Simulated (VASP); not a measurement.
**P: single point with revPBE**

P:

```
CELL_PARAMETERS angstrom
2.45277 0.00000 0.00000
0.00000 2.45277 0.00000
0.00000 0.00000 2.45277
ATOMIC_POSITIONS crystal
P 0.00000 0.00000 0.00000
```

```yaml
Program: VASP 6.6.1
Task: single point
Functional: revPBE
Potentials_or_basis: VASP PAW PBE potentials, release 64 (P)
Cutoff: 520 eV
k_mesh: 14 × 14 × 14
Occupations: fermi-dirac, width 0.1 eV
Spin: no spin polarisation
```

| Item | Value |
| --- | --- |
| Pressure | 0.3 GPa |

Levels at points of the mesh, in eV from the Fermi level:
```csv
k point,band 1,band 2,band 3,band 4,band 5,band 6,band 7
"(0.00, 0.00, 0.00)",-16.34,5.00,5.00,5.00,6.80,6.80,14.25
"(0.50, 0.00, 0.00)",-12.08,-8.52,7.77,7.77,9.32,14.29,14.29
"(0.50, 0.50, 0.00)",-7.47,-5.18,-5.18,1.10,10.35,16.77,16.77
"(0.50, 0.50, 0.50)",-2.14,-2.14,-2.14,-1.73,4.72,4.72,4.72
```

Wall time 9 s on 1 thread of Intel Xeon 8259CL, with other jobs on the host, peak memory 0.12 GiB.

Caveat: the PAW data sets were made with another functional, which shifts forces and pressure a little.
